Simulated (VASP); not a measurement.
# SiNi (P2_13) in VASP: a series of runs

SiNi is run at these levels: PBE; tasks: relaxation of the atoms.

All numbers are computed with VASP 6.6.1; they aren't measurements. Logs are shortened: lines on timing, memory, paths and dates and some standing lists are left out, and cuts for length are marked.

## (1) The cell of the first run

The structure is cubic, space group P2_13 (No. 198). Conventional cell: a = 4.607 Å, b = 4.607 Å, c = 4.607 Å, α = 90.00°, β = 90.00°, γ = 90.00°. Si (site symmetry 3) has 7 Ni at 2.41 to 2.50 Å and 6 Si at 2.85 Å within 3.2 Å. Ni (site symmetry 3) has 7 Si at 2.41 to 2.50 Å and 6 Ni at 2.84 Å within 3.2 Å.

## (2) Relaxation of the atoms, PBE (12.22 Å³/atom)

Contents of INCAR:

```
  PREC = Accurate
  ENCUT = 520
  EDIFF = 1E-7
  ISMEAR = 0
  SIGMA = 0.1
  LREAL = F
  LASPH = T
  NELM = 120
  ALGO = Normal
  ISIF = 2
  LWAVE = F
  LCHARG = F
  GGA = PE
  IBRION = 2
  NSW = 50
  EDIFFG = -0.01
  GGA_COMPAT = F
  NELMIN = 4
```

Contents of KPOINTS:

```
regular mesh
0
Gamma
  8 8 8
```

Contents of POSCAR:

```
SiNi
1.0
    4.6072271983      0.0000000000      0.0000000000
    0.0000000000      4.6072271983      0.0000000000
    0.0000000000      0.0000000000      4.6072271983
Si Ni
4 4
Direct
    0.6538723162      0.1538723162      0.3461276838
    0.1538723162      0.3461276838      0.6538723162
    0.3461276838      0.6538723162      0.1538723162
    0.8461276838      0.8461276838      0.8461276838
    0.3522117106      0.8522117106      0.6477882894
    0.8522117106      0.6477882894      0.3522117106
    0.6477882894      0.3522117106      0.8522117106
    0.1477882894      0.1477882894      0.1477882894
```

Potentials or basis: VASP PAW PBE potentials, release 64 (Si, Ni).

Command:

```sh
> cat potpaw_PBE.64/Si/POTCAR potpaw_PBE.64/Ni/POTCAR > POTCAR
> mpirun -np 1 vasp_std > vasp.out
```

OUTCAR:

```text
PREC = Accurate
   ENCUT = 520
   EDIFF = 1E-7
   ISMEAR = 0
   LREAL = F
   LASPH = T
   NELM = 120
   ISIF = 2
   GGA = PE
   IBRION = 2
   NSW = 50
   EDIFFG = -0.01
   NELMIN = 4

 ion  position               nearest neighbor table
   1  0.654  0.154  0.346-   5 2.41   6 2.45   7 2.45   8 2.45   7 2.50   6 2.50   8 2.50   4 2.85
                             3 2.85   3 2.85   4 2.85   2 2.85   2 2.85
   2  0.154  0.346  0.654-   6 2.41   5 2.45   7 2.45   8 2.45   5 2.50   8 2.50   7 2.50   3 2.85
                             3 2.85   4 2.85   4 2.85   1 2.85   1 2.85
   3  0.346  0.654  0.154-   7 2.41   6 2.45   5 2.45   8 2.45   6 2.50   5 2.50   8 2.50   2 2.85
                             1 2.85   1 2.85   2 2.85   4 2.85   4 2.85
   4  0.846  0.846  0.846-   8 2.41   6 2.45   7 2.45   5 2.45   7 2.50   6 2.50   5 2.50   1 2.85
                             2 2.85   1 2.85   2 2.85   3 2.85   3 2.85
   5  0.352  0.852  0.648-   1 2.41   2 2.45   3 2.45   4 2.45   3 2.50   2 2.50   4 2.50   8 2.84
                             8 2.84   6 2.84   7 2.84   7 2.84   6 2.84
   6  0.852  0.648  0.352-   2 2.41   1 2.45   3 2.45   4 2.45   1 2.50   4 2.50   3 2.50   8 2.84
                             5 2.84   7 2.84   8 2.84   7 2.84   5 2.84
   7  0.648  0.352  0.852-   3 2.41   2 2.45   1 2.45   4 2.45   2 2.50   1 2.50   4 2.50   8 2.84
                             5 2.84   6 2.84   6 2.84   5 2.84   8 2.84
   8  0.148  0.148  0.148-   4 2.41   2 2.45   3 2.45   1 2.45   3 2.50   2 2.50   1 2.50   5 2.84
                             6 2.84   7 2.84   5 2.84   6 2.84   7 2.84

  LATTYP: Found a simple cubic cell.
 ALAT       =     4.6072271983

  Lattice vectors:

 A1 = (   4.6072271983,   0.0000000000,   0.0000000000)
 A2 = (   0.0000000000,   4.6072271983,   0.0000000000)
 A3 = (   0.0000000000,   0.0000000000,   4.6072271983)

Analysis of symmetry for initial positions (statically):
=====================================================================
 Subroutine PRICEL returns:
 Original cell was already a primitive cell.

 Routine SETGRP: Setting up the symmetry group for a
 simple cubic supercell.

 Subroutine GETGRP returns: Found 12 space group operations
 (whereof  3 operations were pure point group operations)
 out of a pool of 48 trial point group operations.

The static configuration has the point symmetry C_3 .
 The point group associated with its full space group is T   .

Analysis of symmetry for dynamics (positions and initial velocities):
=====================================================================
 Subroutine PRICEL returns:
 Original cell was already a primitive cell.

 Routine SETGRP: Setting up the symmetry group for a
 simple cubic supercell.

 Subroutine GETGRP returns: Found 12 space group operations
 (whereof  3 operations were pure point group operations)
 out of a pool of 48 trial point group operations.

The dynamic configuration has the point symmetry C_3 .
 The point group associated with its full space group is T   .

 Subroutine INISYM returns: Found 12 space group operations
 (whereof  3 operations are pure point group operations),
 and found     1 'primitive' translations

----------------------------------------------------------------------------------------

                                     Primitive cell

  volume of cell :      97.7955

  direct lattice vectors                    reciprocal lattice vectors
     4.607227198  0.000000000  0.000000000     0.217050290  0.000000000  0.000000000
     0.000000000  4.607227198  0.000000000     0.000000000  0.217050290  0.000000000
     0.000000000  0.000000000  4.607227198     0.000000000  0.000000000  0.217050290

  length of vectors
     4.607227198  4.607227198  4.607227198     0.217050290  0.217050290  0.217050290

  position of ions in fractional coordinates (direct lattice)
     0.653872316  0.153872316  0.346127684
     0.153872316  0.346127684  0.653872316
     0.346127684  0.653872316  0.153872316
     0.846127684  0.846127684  0.846127684
     0.352211711  0.852211711  0.647788289
     0.852211711  0.647788289  0.352211711
     0.647788289  0.352211711  0.852211711
     0.147788289  0.147788289  0.147788289

  ion indices of the primitive-cell ions
   primitive index   ion index
                 1           1
                 2           2
                 3           3
                 4           4
                 5           5
                 6           6
                 7           7
                 8           8

----------------------------------------------------------------------------------------

 KPOINTS: regular mesh

Automatic generation of k-mesh.
 Grid dimensions read from file:
 generate k-points for:    8    8    8

 Generating k-lattice:

  Cartesian coordinates                     Fractional coordinates (reciprocal lattice)
     0.027131286  0.000000000  0.000000000     0.125000000  0.000000000  0.000000000
     0.000000000  0.027131286  0.000000000     0.000000000  0.125000000  0.000000000
     0.000000000  0.000000000  0.027131286     0.000000000  0.000000000  0.125000000

  Length of vectors
     0.027131286  0.027131286  0.027131286

  Shift w.r.t. Gamma in fractional coordinates (k-lattice)
     0.000000000  0.000000000  0.000000000

 Subroutine IBZKPT returns following result:
 ===========================================

 Found     45 irreducible k-points:

 Following reciprocal coordinates:
            Coordinates               Weight
  0.000000  0.000000  0.000000      1.000000
  0.125000  0.000000  0.000000      6.000000
  0.250000  0.000000  0.000000      6.000000
  0.375000  0.000000  0.000000      6.000000
  0.500000  0.000000  0.000000      3.000000
  0.125000  0.125000  0.000000     12.000000
[... 16 lines left out ...]
  0.250000  0.125000  0.125000     24.000000
  0.375000  0.125000  0.125000     24.000000
 [... further k-points ...]
   k-points           NKPTS =     45   k-points in BZ     NKDIM =     45   number of bands    NBANDS=     33
   number of dos      NEDOS =    301   number of ions     NIONS =      8
   total plane-waves  NPLWV =  46656
   dimension x,y,z NGX =    36 NGY =   36 NGZ =   36
   dimension x,y,z NGXF=    72 NGYF=   72 NGZF=   72
   ions per type =               4   4
   NGX,Y,Z   is equivalent  to a cutoff of  12.99, 12.99, 12.99 a.u.
   NGXF,Y,Z  is equivalent  to a cutoff of  25.98, 25.98, 25.98 a.u.
 SYSTEM =  unknown system
   PREC   = accura    normal or accurate (medium, high low for compatibility)
   ISTART =      0    job   : 0-new  1-cont  2-samecut
   ICHARG =      2    charge: 1-file 2-atom 10-const
   ISPIN  =      1    spin polarized calculation?
   LNONCOLLINEAR =      F non collinear calculations
   LSORBIT =      F    spin-orbit coupling
   LASPH  =      T    aspherical Exc in radial PAW
   ENCUT  =  520.0 eV  38.22 Ry    6.18 a.u.   8.57  8.57  8.57*2*pi/ulx,y,z
   NELM   =    120;   NELMIN=  4; NELMDL= -5     # of ELM steps
   EDIFF  = 0.1E-06   stopping-criterion for ELM
   LREAL  =      F    real-space projection
   EDIFFG = -.1E-01   stopping-criterion for IOM
   NSW    =     50    number of steps for IOM
   IBRION =      2    ionic relax: 0-MD 1-quasi-New 2-CG
   NFREE  =      1    steps in history (QN), initial steepest desc. (CG)
   ISIF   =      2    stress and relaxation
   ISYM   =      2    0-nonsym 1-usesym 2-fastsym
   POTIM  = 0.5000    time-step for ionic-motion
   TEBEG  =    0.0;   TEEND  =   0.0 temperature during run
   PSTRESS=    0.0 pullay stress
   NELECT =      56.0000    total number of electrons
   NUPDOWN=      -1.0000    fix difference up-down
   EMIN   =  10.00;   EMAX   =-10.00  energy-range for DOS
   EFERMI =   0.00;   METHOD = LEGACY
   ISMEAR =     0;   SIGMA  =   0.10  broadening in eV -4-tet -1-fermi 0-gaus
   EFERMI_NEDOS =   21; number of points for ismear=-14 and -15
   IALGO  =     38    algorithm
   IMIX   =      4    mixing-type and parameters
     AMIX     =   0.40;   BMIX     =  1.00
     AMIX_MAG =   1.60;   BMIX_MAG =  1.00
  volume/ion in A,a.u.               =      12.22        82.49
  Fermi-wavevector in a.u.,A,eV,Ry     =   1.359454  2.568996 25.145137  1.848115
  Thomas-Fermi vector in A             =   2.486201
   LORBIT       =      0    0 simple, 1 ext, 2 COOP (PROOUT), +10 PAW based schemes
   GGA     = PE    functional components
   LHFCALC =     F    Hartree Fock is set to
   AEXX    =    0.0000 exact exchange contribution
   IVDW    =     0    specifies the selected vdW correction
   LEPSILON=     F    determine dielectric tensor
   LRPA    =     F    only Hartree local field effects (RPA)
 conjugate gradient relaxation of ions
 non-spin polarized calculation
 Gauss-broadening in eV      SIGMA  =   0.10
  energy-cutoff  :      520.00
  volume of cell :       97.80
 maximum number of plane-waves:      2666
 NGX is ok and might be reduce to    36
   NGX = 17   NGY = 17   NGZ = 17

--------------------------------------- Ionic step        1  -------------------------------------------

 number of electron      55.9999952 magnetization

 Free energy of the ion-electron system (eV)
  ---------------------------------------------------
  ext. energy  EPLUGINS =         0.00000000
  ---------------------------------------------------
  free energy    TOTEN  =       -46.67480212 eV

  energy without entropy =      -46.66298401  energy(sigma->0) =      -46.66889307

------------------------ aborting loop because EDIFF is reached ----------------------------------------

  FORCE on cell =-STRESS in cart. coord.  units (eV):
  Direction    XX          YY          ZZ          XY          YZ          ZX
  --------------------------------------------------------------------------------------
  -------------------------------------------------------------------------------------
  Total       -5.5139055     -5.5139055     -5.5139055      0.0000000     -0.0000000      0.0000000
  in kB      -90.3339525    -90.3339525    -90.3339525      0.0000000     -0.0000000      0.0000000
  external PRESSURE =     -90.3339525 kB  Pullay stress =       0.0000000 kB
[... 195 lines left out ...]
  energy  without entropy=      -46.6633975163  energy(sigma->0) =      -46.66929165

--------------------------------------- Ionic step        6  -------------------------------------------

 number of electron      55.9999926 magnetization

 Free energy of the ion-electron system (eV)
  ---------------------------------------------------
  ext. energy  EPLUGINS =         0.00000000
  ---------------------------------------------------
  free energy    TOTEN  =       -46.67525866 eV

  energy without entropy =      -46.66347360  energy(sigma->0) =      -46.66936613

 E-fermi :  10.7914     XC(G=0): -12.2277

 val. band max:       10.7886992459   @ k =   0.2500   0.0000   0.0000
 cond. band min:      10.8257786766   @ k =   0.2500   0.1250   0.0000
 fundamental gap:      0.0370794307
 Fermi energy:        10.7913554873

 k-point     1 :       0.0000    0.0000    0.0000
  band No.  band energies     occupation
      1      -2.6656      2.00000
      2       2.4799      2.00000
      3       2.4799      2.00000
      4       2.4799      2.00000
      5       5.0334      2.00000
      6       5.0334      2.00000
[... 853 lines left out ...]
     32      12.4853      0.00000
     33      12.8242      0.00000

 [... further k-points ...]
[... 5 lines left out ...]
  --------------------------------------------------------------------------------------
  -------------------------------------------------------------------------------------
  Total       -5.4842080     -5.4842080     -5.4842080      0.0000000     -0.0000000      0.0000000
  in kB      -89.8474207    -89.8474207    -89.8474207      0.0000000     -0.0000000      0.0000000
  external PRESSURE =     -89.8474207 kB  Pullay stress =       0.0000000 kB
[... 23 lines left out ...]
  FREE ENERGIE OF THE ION-ELECTRON SYSTEM (eV)
  ---------------------------------------------------
  free  energy   TOTEN  =       -46.6752586560 eV

  energy  without entropy=      -46.6634736024  energy(sigma->0) =      -46.66936613

 reached required accuracy - stopping structural energy minimisation
```

Wall time 5.3 min (1 thread of Intel Xeon Platinum 8488C (Sapphire Rapids), shared host); peak memory 0.28 GiB.

Results:

- Free energy: -46.6753 eV
- Energy gained by relaxing: 0.1 meV/atom
- Ionic steps: 6
- Pressure after relaxing: -9.0 GPa
- Largest force after relaxing: 0.007 eV/Å
- Band gap on the k mesh: zero (bands 28 and 29 overlap by 1.06 eV)

Forces in eV/Å, atoms in the order of the input:
```
Si  -0.004 -0.004  0.004
Si  -0.004  0.004 -0.004
Si   0.004 -0.004 -0.004
Si   0.004  0.004  0.004
Ni   0.003  0.003 -0.003
Ni   0.003 -0.003  0.003
Ni  -0.003  0.003  0.003
Ni  -0.003 -0.003 -0.003
```

Step by step:
| step | energy change (eV) | largest force (eV/Å) | pressure (GPa) |
| --- | --- | --- | --- |
| 1 | 0.0000 | 0.0216 | -9.03 |
| 2 | -0.0001 | 0.0194 | -9.03 |
| 3 | -0.0003 | 0.0138 | -8.99 |
| 4 | -0.0002 | 0.0343 | -8.95 |
| 5 | -0.0004 | 0.0126 | -9.02 |
| 6 | -0.0005 | 0.0069 | -8.98 |

Final structure:
```
CELL_PARAMETERS angstrom
4.60723 0.00000 0.00000
0.00000 4.60723 0.00000
0.00000 0.00000 4.60723
ATOMIC_POSITIONS crystal
Si 0.65434 0.15434 0.34566
Si 0.15434 0.34566 0.65434
Si 0.34566 0.65434 0.15434
Si 0.84566 0.84566 0.84566
Ni 0.35306 0.85306 0.64694
Ni 0.85306 0.64694 0.35306
Ni 0.64694 0.35306 0.85306
Ni 0.14694 0.14694 0.14694
```

Levels at points of the mesh, in eV from the Fermi level:
```
           k point  band 24  band 25  band 26  band 27  band 28  band 29  band 30  band 31  band 32  band 33
(0.00, 0.00, 0.00)    -1.95    -1.38    -1.38    -1.38     0.88     0.88     0.88     1.43     1.43     2.01
(0.50, 0.00, 0.00)    -1.84    -1.71    -1.71    -0.46    -0.46    -0.18    -0.18     2.62     2.62     2.84
(0.50, 0.50, 0.00)    -2.10    -1.29    -1.29    -0.83    -0.83     0.30     0.30     0.87     0.87     3.86
(0.50, 0.50, 0.50)    -2.30    -1.53    -1.53    -1.53    -1.53     3.88     3.88     3.88     3.88     4.36
```

(Continued in part 2 of 2.)

The gap in the log of VASP goes by the Fermi energy; the results here count the filled bands.